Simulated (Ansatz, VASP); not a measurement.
Nb3WC4 in VASP and in Ansatz

```
CELL_PARAMETERS angstrom
3.06785 0.00000 0.00000
-1.53392 2.65684 0.00000
0.00000 0.00000 10.81400
ATOMIC_POSITIONS crystal
Nb 0.66667 0.33333 0.50000
Nb 0.33333 0.66667 0.25240
Nb 0.33333 0.66667 0.74760
W 0.66667 0.33333 0.00000
C 0.00000 0.00000 0.11911
C 0.00000 0.00000 0.62596
C 0.00000 0.00000 0.37404
C 0.00000 0.00000 0.88089
```

Change from the starting cell: species swapped into the AlNi4As3 type (P-6m2, No. 187).

Alike in both runs: functional PBE; k mesh 5 × 5 × 2; occupations gaussian, width 0.2 eV; no spin polarisation.

Ansatz relaxed the structure, and its values are those at the end. VASP's run is a single point on that final structure, the one shown.

|  | VASP | Ansatz |
| --- | --- | --- |
| version | VASP 6.6.1 | Ansatz 0.2.0 |
| potentials or method | VASP PAW PBE potentials, release 64 (Nb_sv, W_sv, C), cutoff 600 eV | scalar-relativistic, plane waves, PAW |
| valence electrons in the cell | 69 | 69 |

```tsv
	VASP	Ansatz	Ansatz less VASP
gap on the k mesh at the Fermi level (eV)	none	none	-
pressure (GPa)	-0.1	0.1	+0.20
rms of the force components (eV/Å)	0.018	0.006	-0.0116
```

A gap of «none» marks a metal or a gap that the smearing closes.

The k mesh is coarse, so the values compare programs but aren't converged. Neither program's run includes spin-orbit coupling.
